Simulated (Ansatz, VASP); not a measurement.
One calculation of AlN, two programs

```
CELL_PARAMETERS angstrom
3.11100 0.00000 0.00000
-1.55550 2.69421 0.00000
0.00000 0.00000 4.97800
ATOMIC_POSITIONS crystal
Al 0.32777 0.65553 0.00000
Al 0.67223 0.34447 0.50000
N 0.33821 0.67642 0.38500
N 0.66179 0.32358 0.88500
```

Change from the starting cell: mode 4 (252.6 1/cm) frozen in, largest displacement -0.030 Å.

Alike in both runs: task single point; functional r2SCAN; k mesh 12 × 12 × 6; occupations gaussian, width 0.05 eV; no spin polarisation.

|  | VASP | Ansatz |
| --- | --- | --- |
| version | VASP 6.6.1 | Ansatz 0.2.0 |
| potentials or method | VASP PAW PBE potentials, release 64 (Al, N), cutoff 520 eV | scalar-relativistic, plane waves, PAW |
| valence electrons in the cell | 16 | 16 |

```tsv
	VASP	Ansatz	Ansatz less VASP
gap on the k mesh at the Fermi level (eV)	4.83	4.79	-0.040
least direct gap on the mesh (eV)	4.83	4.79	-0.040
pressure (GPa)	-1.0	-0.6	+0.39
traceless stress, the component that is largest in VASP (GPa)	-0.99	-0.98	+0.009
rms of the force components (eV/Å)	0.143	0.142	-0.0011
```

VASP's potentials were made for PBE, not for r2SCAN. Atom by atom the forces differ by 0.001 eV/Å (rms over components).
